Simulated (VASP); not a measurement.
# CaO (R-3m) in VASP: notebook

Runs on CaO. Level: r2SCAN. Tasks: single point.

Program: VASP 6.6.1. These are calculated values, not measurements. Logs are shortened: lines on timing, memory, paths and dates and some standing lists are left out, and cuts for length are marked.

### Step 1. The cell of the first run

Symmetry: R-3m, No. 166, trigonal system. The conventional cell has a = 3.089 Å, b = 3.089 Å, c = 10.667 Å, α = 90.00°, β = 90.00°, γ = 120.00°. Ca (site symmetry -3m) has 6 O at 2.52 Å and 6 Ca at 3.09 Å within 3.3 Å. Within 3.3 Å of O (site symmetry -3m) lie 6 Ca at 2.52 Å and 6 O at 3.09 Å.

### Step 2. Single point, r2SCAN

The input, POSCAR:

```
CaO
1.0
    0.5969551161      2.7809372480      2.7809372480
    2.7809372480      0.5969551161      2.7809372480
    2.7809372480      2.7809372480      0.5969551161
Ca O
1 1
Direct
    0.0000000000      0.0000000000      0.0000000000
    0.5000000000      0.5000000000      0.5000000000
```

The input, INCAR.step1:

```
  PREC = Accurate
  ENCUT = 520
  ISMEAR = 0
  SIGMA = 0.05
  LREAL = F
  LASPH = T
  NELM = 60
  NBANDS = 15
  GGA = PE
  ALGO = Normal
  EDIFF = 1E-4
  LWAVE = T
  LCHARG = F
```

The input, INCAR.step2:

```
  PREC = Accurate
  ENCUT = 520
  EDIFF = 1E-7
  ISMEAR = 0
  SIGMA = 0.05
  LREAL = F
  LASPH = T
  NELM = 60
  ALGO = Normal
  ISIF = 2
  LWAVE = F
  LCHARG = T
  METAGGA = R2SCAN
  LMIXTAU = T
  LELF = T
  LVHAR = T
  NBANDS = 15
  ISTART = 1
```

The input, KPOINTS:

```
Automatic mesh
0
Gamma
  10 10 10
```

Potentials or basis: VASP PAW PBE potentials, release 64 (Ca_sv, O).

On the command line:

```bash
cat potpaw_PBE.64/Ca_sv/POTCAR potpaw_PBE.64/O/POTCAR > POTCAR
cp INCAR.step1 INCAR
mpirun -np 1 vasp_std > vasp.out
cp INCAR.step2 INCAR
mpirun -np 1 vasp_std > vasp.out
```

OUTCAR:

```text
PREC = Accurate
   ENCUT = 520
   EDIFF = 1E-7
   ISMEAR = 0
   LREAL = F
   LASPH = T
   NELM = 60
   ISIF = 2
   METAGGA = R2SCAN
   ISTART = 1

 ion  position               nearest neighbor table
   1  0.000  0.000  0.000-   2 2.52   2 2.52   2 2.52   2 2.52   2 2.52   2 2.52
   2  0.500  0.500  0.500-   1 2.52   1 2.52   1 2.52   1 2.52   1 2.52   1 2.52

  LATTYP: Found a trigonal (rhomboedric) cell.
 ALAT       =     3.9778862937
 COS(alpha) =     0.6985651702

  Lattice vectors:

 A1 = (   0.5969551161,   2.7809372480,   2.7809372480)
 A2 = (   2.7809372480,   0.5969551161,   2.7809372480)
 A3 = (   2.7809372480,   2.7809372480,   0.5969551161)

Analysis of symmetry for initial positions (statically):
=====================================================================
 Subroutine PRICEL returns:
 Original cell was already a primitive cell.

 Routine SETGRP: Setting up the symmetry group for a
 trigonal (rhombohedral) supercell.

 Subroutine GETGRP returns: Found 12 space group operations
 (whereof 12 operations were pure point group operations)
 out of a pool of 12 trial point group operations.

The static configuration has the point symmetry D_3d.

Analysis of symmetry for dynamics (positions and initial velocities):
=====================================================================
 Subroutine PRICEL returns:
 Original cell was already a primitive cell.

 Routine SETGRP: Setting up the symmetry group for a
 trigonal (rhombohedral) supercell.

 Subroutine GETGRP returns: Found 12 space group operations
 (whereof 12 operations were pure point group operations)
 out of a pool of 12 trial point group operations.

The dynamic configuration has the point symmetry D_3d.

 Subroutine INISYM returns: Found 12 space group operations
 (whereof 12 operations are pure point group operations),
 and found     1 'primitive' translations

----------------------------------------------------------------------------------------

                                     Primitive cell

  volume of cell :      29.3762

  direct lattice vectors                    reciprocal lattice vectors
     0.596955116  2.780937248  2.780937248    -0.251129965  0.206749239  0.206749239
     2.780937248  0.596955116  2.780937248     0.206749239 -0.251129965  0.206749239
     2.780937248  2.780937248  0.596955116     0.206749239  0.206749239 -0.251129965

  length of vectors
     3.977886294  3.977886294  3.977886294     0.385430610  0.385430610  0.385430610

  position of ions in fractional coordinates (direct lattice)
     0.000000000  0.000000000  0.000000000
     0.500000000  0.500000000  0.500000000

  ion indices of the primitive-cell ions
   primitive index   ion index
                 1           1
                 2           2

----------------------------------------------------------------------------------------

 KPOINTS: Automatic mesh

Automatic generation of k-mesh.
 Grid dimensions read from file:
 generate k-points for:   10   10   10

 Generating k-lattice:

  Cartesian coordinates                     Fractional coordinates (reciprocal lattice)
    -0.025112997  0.020674924  0.020674924     0.100000000  0.000000000 -0.000000000
     0.020674924 -0.025112997  0.020674924     0.000000000  0.100000000 -0.000000000
     0.020674924  0.020674924 -0.025112997     0.000000000  0.000000000  0.100000000

  Length of vectors
     0.038543061  0.038543061  0.038543061

  Shift w.r.t. Gamma in fractional coordinates (k-lattice)
     0.000000000  0.000000000  0.000000000

 Subroutine IBZKPT returns following result:
 ===========================================

 Found    116 irreducible k-points:

 Following reciprocal coordinates:
            Coordinates               Weight
  0.000000  0.000000  0.000000      1.000000
  0.100000  0.000000  0.000000      6.000000
  0.200000  0.000000  0.000000      6.000000
  0.300000  0.000000 -0.000000      6.000000
  0.400000  0.000000  0.000000      6.000000
  0.500000  0.000000 -0.000000      3.000000
[... 16 lines left out ...]
  0.300000  0.300000  0.000000      6.000000
  0.400000  0.300000  0.000000     12.000000
 [... further k-points ...]
   k-points           NKPTS =    116   k-points in BZ     NKDIM =    116   number of bands    NBANDS=     15
   number of dos      NEDOS =    301   number of ions     NIONS =      2
   total plane-waves  NPLWV =  27000
   dimension x,y,z NGX =    30 NGY =   30 NGZ =   30
   dimension x,y,z NGXF=    60 NGYF=   60 NGZF=   60
   ions per type =               1   1
   NGX,Y,Z   is equivalent  to a cutoff of  12.54, 12.54, 12.54 a.u.
   NGXF,Y,Z  is equivalent  to a cutoff of  25.08, 25.08, 25.08 a.u.
 SYSTEM =  unknown system
   PREC   = accura    normal or accurate (medium, high low for compatibility)
   ISTART =      1    job   : 0-new  1-cont  2-samecut
   ICHARG =      0    charge: 1-file 2-atom 10-const
   ISPIN  =      1    spin polarized calculation?
   LNONCOLLINEAR =      F non collinear calculations
   LSORBIT =      F    spin-orbit coupling
   LASPH  =      T    aspherical Exc in radial PAW
   ENCUT  =  520.0 eV  38.22 Ry    6.18 a.u.   7.40  7.40  7.40*2*pi/ulx,y,z
   NELM   =     60;   NELMIN=  2; NELMDL=  0     # of ELM steps
   EDIFF  = 0.1E-06   stopping-criterion for ELM
   LREAL  =      F    real-space projection
   EDIFFG = 0.1E-05   stopping-criterion for IOM
   NSW    =      0    number of steps for IOM
   IBRION =     -1    ionic relax: 0-MD 1-quasi-New 2-CG
   NFREE  =      0    steps in history (QN), initial steepest desc. (CG)
   ISIF   =      2    stress and relaxation
   ISYM   =      2    0-nonsym 1-usesym 2-fastsym
   POTIM  = 0.5000    time-step for ionic-motion
   TEBEG  =    0.0;   TEEND  =   0.0 temperature during run
   PSTRESS=    0.0 pullay stress
   NELECT =      16.0000    total number of electrons
   NUPDOWN=      -1.0000    fix difference up-down
   EMIN   =  10.00;   EMAX   =-10.00  energy-range for DOS
   EFERMI =   0.00;   METHOD = LEGACY
   ISMEAR =     0;   SIGMA  =   0.05  broadening in eV -4-tet -1-fermi 0-gaus
   EFERMI_NEDOS =   21; number of points for ismear=-14 and -15
   IALGO  =     38    algorithm
   IMIX   =      4    mixing-type and parameters
     AMIX     =   0.40;   BMIX     =  1.00
     AMIX_MAG =   1.60;   BMIX_MAG =  1.00
  volume/ion in A,a.u.               =      14.69        99.12
  Fermi-wavevector in a.u.,A,eV,Ry     =   1.336953  2.526474 24.319632  1.787443
  Thomas-Fermi vector in A             =   2.465539
   LORBIT       =      0    0 simple, 1 ext, 2 COOP (PROOUT), +10 PAW based schemes
   METAGGA = R2SCAN    functional components
   LHFCALC =     F    Hartree Fock is set to
   AEXX    =    0.0000 exact exchange contribution
   IVDW    =     0    specifies the selected vdW correction
   LEPSILON=     F    determine dielectric tensor
   LRPA    =     F    only Hartree local field effects (RPA)
 non-spin polarized calculation
 Gauss-broadening in eV      SIGMA  =   0.05
  energy-cutoff  :      520.00
  volume of cell :       29.38
 maximum number of plane-waves:       802
 NGX is ok and might be reduce to    30

 number of electron      16.0000000 magnetization

 Free energy of the ion-electron system (eV)
  ---------------------------------------------------
  ext. energy  EPLUGINS =         0.00000000
  ---------------------------------------------------
  free energy    TOTEN  =       -17.89595826 eV

  energy without entropy =      -17.89595826  energy(sigma->0) =      -17.89595826

 E-fermi :   3.2142     XC(G=0): -10.8357

 val. band max:        2.9772528236   @ k =   0.0000   0.0000   0.0000
 cond. band min:       4.5788311608   @ k =   0.0000   0.0000   0.0000
 fundamental gap:      1.6015783372
 Fermi energy:         3.2142006983

 k-point     1 :       0.0000    0.0000    0.0000
  band No.  band energies     occupation
      1     -38.4593      2.00000
      2     -18.2529      2.00000
      3     -18.2529      2.00000
      4     -18.2251      2.00000
      5     -14.1843      2.00000
      6       1.3206      2.00000
      7       2.9773      2.00000
      8       2.9773      2.00000
      9       4.5788      0.00000
     10       7.9928      0.00000
     11       7.9928      0.00000
     12       8.8497      0.00000
     13      10.3429      0.00000
     14      10.3429      0.00000
     15      17.0375      0.00000

 k-point     2 :       0.1000    0.0000    0.0000
  band No.  band energies     occupation
      1     -38.4431      2.00000
      2     -18.3732      2.00000
      3     -18.2728      2.00000
      4     -18.2150      2.00000
      5     -14.0891      2.00000
      6       1.1843      2.00000
      7       2.5345      2.00000
      8       2.8656      2.00000
      9       4.9699      0.00000
     10       7.8134      0.00000
     11       8.2389      0.00000
     12       9.2585      0.00000
     13      10.3774      0.00000
     14      10.4546      0.00000
     15      17.4825      0.00000

 k-point     3 :       0.2000    0.0000    0.0000
  band No.  band energies     occupation
      1     -38.4004      2.00000
      2     -18.6703      2.00000
      3     -18.3244      2.00000
      4     -18.1869      2.00000
      5     -13.8531      2.00000
      6       0.8595      2.00000
      7       1.6049      2.00000
      8       2.5909      2.00000
      9       5.8930      0.00000
     10       7.4970      0.00000
     11       8.9343      0.00000
     12      10.1871      0.00000
     13      10.5566      0.00000
     14      10.7298      0.00000
     15      18.1961      0.00000
[... 343 lines left out ...]
 k-point    23 :       0.3000    0.3000    0.0000
  band No.  band energies     occupation
      1     -38.3443      2.00000
      2     -18.9366      2.00000
      3     -18.4014      2.00000
      4     -18.2103      2.00000
      5     -13.7097      2.00000
      6       0.5114      2.00000
      7       1.4561      2.00000
      8       2.6019      2.00000
      9       5.5668      0.00000
     10       8.3769      0.00000
     11       9.6808      0.00000
     12      10.0486      0.00000
     13      10.3840      0.00000
     14      11.9785      0.00000
     15      18.2502      0.00000

 k-point    24 :       0.4000    0.3000    0.0000
  band No.  band energies     occupation
      1     -38.3141      2.00000
      2     -19.0509      2.00000
      3     -18.4900      2.00000
      4     -18.1790      2.00000
      5     -13.6572      2.00000
      6       0.5547      2.00000
      7       1.2470      2.00000
      8       2.3125      2.00000
      9       5.6696      0.00000
     10       8.6800      0.00000
     11       9.7017      0.00000
     12      10.3121      0.00000
     13      10.8324      0.00000
     14      12.4066      0.00000
     15      18.1856      0.00000

 [... further k-points ...]

------------------------ aborting loop because EDIFF is reached ----------------------------------------

  FORCE on cell =-STRESS in cart. coord.  units (eV):
  Direction    XX          YY          ZZ          XY          YZ          ZX
  --------------------------------------------------------------------------------------
  -------------------------------------------------------------------------------------
  Total       -1.4211109     -1.4211109     -1.4211109     -5.0007410     -5.0007410     -5.0007410
  in kB      -77.5072274    -77.5072274    -77.5072274   -272.7398492   -272.7398492   -272.7398492
  external PRESSURE =     -77.5072274 kB  Pullay stress =       0.0000000 kB

 VOLUME and BASIS-vectors are now :
 -----------------------------------------------------------------------------
  energy-cutoff  :      520.00
  volume of cell :       29.38
      direct lattice vectors                 reciprocal lattice vectors
     0.596955116  2.780937248  2.780937248    -0.251129965  0.206749239  0.206749239
     2.780937248  0.596955116  2.780937248     0.206749239 -0.251129965  0.206749239
     2.780937248  2.780937248  0.596955116     0.206749239  0.206749239 -0.251129965

 POSITION                                       TOTAL-FORCE (eV/Angst)
 -----------------------------------------------------------------------------------
      0.00000      0.00000      0.00000         0.000000     -0.000000     -0.000000
      3.07941      3.07941      3.07941        -0.000000      0.000000      0.000000
 -----------------------------------------------------------------------------------
    total drift:                                0.000000      0.000000      0.000000

  FREE ENERGIE OF THE ION-ELECTRON SYSTEM (eV)
  ---------------------------------------------------
  free  energy   TOTEN  =       -17.8959582577 eV

  energy  without entropy=      -17.8959582577  energy(sigma->0) =      -17.89595826
```

It took 2.2 min on 1 thread of Intel Xeon 6975P-C (Granite Rapids), shared host; peak memory 0.2 GiB.

Results:

* Free energy: -17.8960 eV
* Pressure: -7.8 GPa
* Band gap on the k mesh: 1.60 eV

Stress tensor (GPa, compression positive):
```
 -7.75 -27.27 -27.27
-27.27  -7.75 -27.27
-27.27 -27.27  -7.75
```

Caveat: the cell stands under tension; the PAW data sets were made with another functional, which shifts forces and pressure a little.

### Step 3. Single point, r2SCAN

This run uses another cell than the first one, of the same volume but with other edges.

The input, POSCAR:

```
CaO
1.0
   -0.7742961514      2.1293144162      2.1293144162
    2.1293144162     -0.7742961514      2.1293144162
    2.1293144162      2.1293144162     -0.7742961514
Ca O
1 1
Direct
    0.0000000000      0.0000000000      0.0000000000
    0.5000000000      0.5000000000      0.5000000000
```

The input, INCAR.step1:

```
ALGO = Normal ; EDIFF = 1E-4
ENCUT = 520 ; GGA = PE
ISMEAR = 0 ; LASPH = True
LCHARG = False ; LREAL = False
LWAVE = True ; NBANDS = 15
NELM = 100 ; PREC = Accurate
SIGMA = 0.05
```

The input, INCAR.step2:

```
ALGO = Normal ; EDIFF = 1E-7
ENCUT = 520 ; ISIF = 2
ISMEAR = 0 ; ISTART = 1
LASPH = True ; LCHARG = False
LMIXTAU = True ; LREAL = False
LWAVE = False ; METAGGA = R2SCAN
NBANDS = 15 ; NELM = 100
PREC = Accurate ; SIGMA = 0.05
```

The input, KPOINTS:

```
k-points
0
Gamma
  10 10 10
```

Potentials or basis: VASP PAW PBE potentials, release 64 (Ca_sv, O).

On the command line:

```bash
cat potpaw_PBE.64/Ca_sv/POTCAR potpaw_PBE.64/O/POTCAR > POTCAR
cp INCAR.step1 INCAR
mpirun -np 1 vasp_std > vasp.out
cp INCAR.step2 INCAR
mpirun -np 1 vasp_std > vasp.out
```

Run time: 44 s. Hardware: 1 thread of Intel Xeon 6975P-C (Granite Rapids), shared host; peak memory 0.18 GiB.

It converged, with:

| Quantity | Value |
| --- | --- |
| Free energy | -18.4032 eV |
| Pressure | -12.7 GPa |
| Band gap on the k mesh | 3.66 eV (least direct gap 3.68 eV) |

Stress tensor (GPa, compression positive):
```
-12.67   4.26   4.26
  4.26 -12.67   4.26
  4.26   4.26 -12.67
```

Levels at points of the mesh, in eV from the valence-band top:
| k point | band 6 | band 7 | band 8 | band 9 | band 10 | band 11 |
| --- | --- | --- | --- | --- | --- | --- |
| (0.00, 0.00, 0.00) | -0.36 | -0.36 | -0.03 | 3.66 | 3.66 | 4.13 |
| (0.50, 0.00, 0.00) | -3.15 | -1.03 | -0.27 | 4.64 | 6.21 | 8.03 |
| (0.50, 0.50, 0.00) | -1.97 | -1.62 | 0.00 | 3.87 | 5.27 | 7.03 |
| (0.50, 0.50, 0.50) | -2.74 | -2.55 | -2.55 | 6.82 | 8.27 | 8.27 |

Caveat: the cell stands under tension; the PAW data sets were made with another functional, which shifts forces and pressure a little. A k mesh can miss the band edges.

(Part 1 of 3 ends here.)
